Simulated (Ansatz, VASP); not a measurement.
# Two plane-wave programs on NiO

Contents of INCAR:

```
PREC     = Accurate       # precision mode
ENCUT    = 520            # plane-wave cutoff, eV
EDIFF    = 1E-6           # SCF threshold, eV
ISMEAR   = 0              # smearing method
SIGMA    = 0.05           # smearing width, eV
LREAL    = F              # projectors in reciprocal space
LASPH    = T              # aspherical terms in the spheres
NELM     = 150            # most SCF steps
ALGO     = Normal         # electronic algorithm
ISIF     = 2              # what is computed and relaxed
LWAVE    = F              # write WAVECAR
LCHARG   = F              # write CHGCAR
ISPIN    = 2              # spin polarisation
MAGMOM   = 2 0            # initial moments
LORBIT   = 11             # projections on sites
LMAXMIX  = 4              # l up to which the mixer works
GGA      = PE             # functional
NBANDS   = 19             # bands
```

File KPOINTS:

```
Automatic mesh
0
Gamma
  8 8 8
```

File POSCAR:

```
NiO
1.0
    0.0000000000      2.0859016414      2.0859016414
    2.0859016414      0.0000000000      2.0859016414
    2.0859016414      2.0859016414      0.0000000000
Ni O
1 1
Direct
    0.0000000000      0.0000000000      0.0000000000
    0.5000000000      0.5000000000      0.5000000000
```

Input for Ansatz:

```yaml
crystal:
  lattice:
    - [0.0, 2.0859016414, 2.0859016414]
    - [2.0859016414, 0.0, 2.0859016414]
    - [2.0859016414, 2.0859016414, 0.0]
  atoms:
    - { symbol: Ni, position: [0.0, 0.0, 0.0], spin: 2.0 }
    - { symbol: O, position: [0.5, 0.5, 0.5] }
basis:
  ecutwfc: 420
  ecutrho_ratio: 4
kpoints:
  mp_grid: { grid: [8, 8, 8] }
hamiltonian:
  xc: pbe
scf:
  occupations: { method: gaussian, width: 0.05 }
output:
  forces: true
  stress: true
  eigenvalues: true
  populations: true
magnetization:
  spin_polarized: true
```

Alike in both runs: task single point; functional PBE; k mesh 8 × 8 × 8; occupations gaussian, width 0.05 eV; collinear spin.

```csv
,VASP,Ansatz
version,VASP 6.6.1,Ansatz 0.2.0
potentials or method,"VASP PAW PBE potentials, release 64 (Ni, O), cutoff 520 eV","scalar-relativistic, plane waves, PAW"
valence electrons in the cell,16,24
```

|  | VASP | Ansatz | Ansatz less VASP |
| --- | --- | --- | --- |
| gap on the k mesh at the Fermi level (eV) | none | none | - |
| pressure (GPa) | 6.7 | 6.8 | +0.13 |
| net moment per atom (μB) | 0.91 | 0.92 | +0.003 |
| size of the moment on the site where the two differ most (μB) | 1.49 | 1.47 | -0.021 |

Site moments also hang on the region over which each program counts them. A gap of «none» marks a metal or a gap that the smearing closes. VASP's potentials hold 16 valence electrons a cell and Ansatz's 24, so a difference there can come from the potentials and not from the codes.
